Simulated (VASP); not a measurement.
Here is a VASP 6.6.1 calculation.

Contents of INCAR:

```
SYSTEM = Pt
ALGO = Fast ; EDIFF = 1E-7
ENCUT = 520 ; GGA = PS
ISIF = 2 ; ISMEAR = 0
LASPH = .True. ; LCHARG = .False.
LREAL = .False. ; LWAVE = .False.
NBANDS = 11 ; NELM = 100
PREC = Accurate ; SIGMA = 0.15
```

Contents of KPOINTS:

```
k-points
0
Gamma
  26 26 26
  0 0 0
```

File POSCAR:

```
Pt
1.0
   -1.5604706012      1.5604706012      1.5136564832
    1.5604706012     -1.5604706012      1.5136564832
    1.5604706012      1.5604706012     -1.5136564832
Pt
1
Direct
    0.0000000000      0.0000000000      0.0000000000
```

Potentials or basis: VASP PAW PBE potentials, release 64 (Pt).

The run is started by

```sh
$ cat potpaw_PBE.64/Pt/POTCAR > POTCAR
$ mpirun -np 1 vasp_std > vasp.out
```

What does it give for the pressure?

8.9 GPa.

What does it give for the band gap on the k mesh?

Zero (bands 5 and 6 overlap by 2.42 eV).

Stress tensor (GPa, compression positive):
```
10.05  0.00  0.00
 0.00 10.05  0.00
 0.00  0.00  6.59
```

Caveat: the cell differs from its parent crystal (strain -0.0300 x Voigt [0, 0, 1, 0, 0, 0]); the cell stands under pressure; the PAW data sets were made with another functional, which shifts forces and pressure a little; spin-orbit coupling is left out, which moves the levels of the heavy elements.
